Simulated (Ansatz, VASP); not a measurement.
# Two plane-wave programs on MgS

```
CELL_PARAMETERS angstrom
6.29141 0.00000 0.00000
-3.14571 5.44852 0.00000
0.00000 0.00000 4.45478
ATOMIC_POSITIONS crystal
Mg 0.00000 0.00000 0.00000
S 0.00000 0.00000 0.50000
```

Alike in both runs: functional PBE; k mesh 6 × 6 × 6; occupations gaussian, width 0.02 eV; no spin polarisation.

Ansatz relaxed the structure, and its values are those at the end. VASP's run is a single point on that final structure, the one shown.

|  | VASP | Ansatz |
| --- | --- | --- |
| version | VASP 6.6.1 | Ansatz 0.2.0 |
| potentials or method | VASP PAW PBE potentials, release 64 (Mg, S), cutoff 520 eV | scalar-relativistic, plane waves, PAW |
| valence electrons in the cell | 8 | 16 |

```csv
,VASP,Ansatz,Ansatz less VASP
gap on the k mesh at the Fermi level (eV),2.37,2.37,-0.001
least direct gap on the mesh (eV),2.66,2.66,0.000
pressure (GPa),0.0,0.0,+0.01
```

VASP's potentials hold 8 valence electrons a cell and Ansatz's 16, so a difference there can come from the potentials and not from the codes.
